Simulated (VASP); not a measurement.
A run of VASP 6.6.1 is set up as follows.

INCAR

```
PREC = Accurate ; ENCUT = 520
EDIFF = 1E-6 ; ISMEAR = 0
SIGMA = 0.05 ; LREAL = False
LASPH = True ; NELM = 100
ALGO = Normal ; ISIF = 2
LWAVE = False ; LCHARG = False
GGA = CA ; NBANDS = 28
```

KPOINTS

```
Automatic mesh
0
Gamma
  8 8 6
```

POSCAR

```
PbO
1.0
    3.9744000000      0.0000000000      0.0000000000
    0.0000000000      3.9744000000      0.0000000000
    0.0000000000      0.0000000000      5.0220000000
Pb O
2 2
Direct
    0.0000000000      0.5000000000      0.2351000000
    0.5000000000      0.0000000000      0.7649000000
    0.0000000000      0.0000000000      0.0049780964
    0.5000000000      0.5000000000      0.0049780964
```

Potentials or basis: VASP PAW LDA potentials, release 64 (Pb_d, O).

The run is started by

```bash
$ cat potpaw_LDA.64/Pb_d/POTCAR potpaw_LDA.64/O/POTCAR > POTCAR
$ mpirun -np 1 vasp_std > vasp.out
```

Q: What does it give for the largest force?

A: 0.299 eV/Å.

Q: What does it give for the band gap on the k mesh?

A: 1.18 eV, indirect (least direct gap 2.22 eV).

Stress tensor (GPa, compression positive):
```
-1.75  0.00  0.00
 0.00 -1.75  0.00
 0.00  0.00 -1.31
```

Caveat: the cell differs from its parent crystal (all O atoms moved +0.025 Å, as atom 3 along Cartesian [0 0 1]); spin-orbit coupling is left out, which moves the levels of the heavy elements. A k mesh can miss the band edges.
